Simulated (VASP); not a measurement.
## Zn6O: relaxation of cell and atoms with PBE

Zn6O:

```
CELL_PARAMETERS angstrom
2.54974 1.47210 4.47091
-2.54974 1.47210 4.47091
0.00000 -2.94419 4.47091
ATOMIC_POSITIONS crystal
Zn 0.26735 0.92016 0.55000
Zn 0.55000 0.26735 0.92016
Zn 0.07984 0.45000 0.73265
Zn 0.45000 0.73265 0.07984
Zn 0.73265 0.07984 0.45000
Zn 0.92016 0.55000 0.26735
O 0.00000 0.00000 0.00000
```

The cell was generated, and may not be a known phase.

| Item | Value |
| --- | --- |
| Program | VASP 6.6.1 |
| Task | relaxation of cell and atoms |
| Functional | PBE |
| Potentials or basis | VASP PAW PBE potentials, release 64 (Zn, O) |
| Cutoff | 600 eV |
| k mesh | 6 × 6 × 6 |
| Occupations | gaussian, width 0.1 eV |
| Spin | no spin polarisation |
| Dipole correction | no |
| Further INCAR settings | ALGO = Normal; EDIFF = 1e-06; IBRION = 2; EDIFFG = -0.01; NSW = 100; ISIF = 3 |

* Relaxed volume: 14.49 Å³/atom
* Relaxed cell: a = 5.365 Å, b = 5.365 Å, c = 5.365 Å, α = 56.92°, β = 56.92°, γ = 56.92°
* Space group after relaxing (to 0.1 Å): R-3 (No. 148)
* Energy gained by relaxing: 0.2 meV/atom
* Ionic steps: 2
* Pressure after relaxing: 0.0 GPa
* Band gap on the k mesh: zero (bands 39 and 40 overlap by 0.68 eV)

Forces in eV/Å, atoms in the order of the input:
```
Zn   0.000  0.000  0.003
Zn   0.000  0.000  0.003
Zn   0.000  0.000 -0.003
Zn   0.000  0.000 -0.003
Zn   0.000  0.000 -0.003
Zn   0.000  0.000  0.003
O    0.000  0.000  0.000
```

Stress tensor (GPa, compression positive):
```
 0.03  0.00  0.00
 0.00  0.03  0.00
 0.00  0.00 -0.10
```

Step by step:
| step | energy change (eV) | largest force (eV/Å) | pressure (GPa) | volume (Å³) |
| --- | --- | --- | --- | --- |
| 1 | 0.0000 | 0.0230 | 0.56 | 100.69 |
| 2 | -0.0013 | 0.0028 | -0.02 | 101.42 |

Final structure:
```cif
data_structure
_symmetry_space_group_name_H-M 'P 1'
_symmetry_Int_Tables_number 1
_cell_length_a 5.3650
_cell_length_b 5.3650
_cell_length_c 5.3650
_cell_angle_alpha 56.916
_cell_angle_beta 56.916
_cell_angle_gamma 56.916
_cell_volume 101.42
loop_
_atom_site_label
_atom_site_type_symbol
_atom_site_fract_x
_atom_site_fract_y
_atom_site_fract_z
_atom_site_occupancy
Zn1 Zn 0.26751 0.92010 0.54978 1
Zn2 Zn 0.54978 0.26751 0.92010 1
Zn3 Zn 0.07990 0.45022 0.73249 1
Zn4 Zn 0.45022 0.73249 0.07990 1
Zn5 Zn 0.73249 0.07990 0.45022 1
Zn6 Zn 0.92010 0.54978 0.26751 1
O1 O 0.00000 0.00000 0.00000 1
```

Levels at points of the mesh, in eV from the Fermi level:
| k point | band 35 | band 36 | band 37 | band 38 | band 39 | band 40 | band 41 | band 42 | band 43 | band 44 |
| --- | --- | --- | --- | --- | --- | --- | --- | --- | --- | --- |
| (0.00, 0.00, 0.00) | -4.43 | -1.85 | -0.85 | -0.85 | -0.71 | 0.35 | 0.35 | 0.92 | 1.02 | 1.55 |
| (0.50, 0.00, 0.00) | -4.89 | -3.34 | -2.13 | -1.48 | -1.47 | 0.44 | 1.12 | 1.24 | 3.62 | 4.32 |
| (0.50, 0.50, 0.00) | -5.21 | -3.92 | -2.72 | -1.26 | -1.18 | -0.64 | 3.89 | 4.41 | 4.47 | 4.83 |
| (0.50, 0.50, 0.50) | -5.07 | -3.23 | -1.44 | -1.44 | -0.92 | 0.97 | 0.97 | 1.75 | 3.28 | 3.28 |

Run time: 14 min on 1 thread of Intel Xeon 8259CL (shared host), peak memory 0.44 GiB.

Caveat: semilocal functionals underestimate gaps, and a narrow one can read as zero.
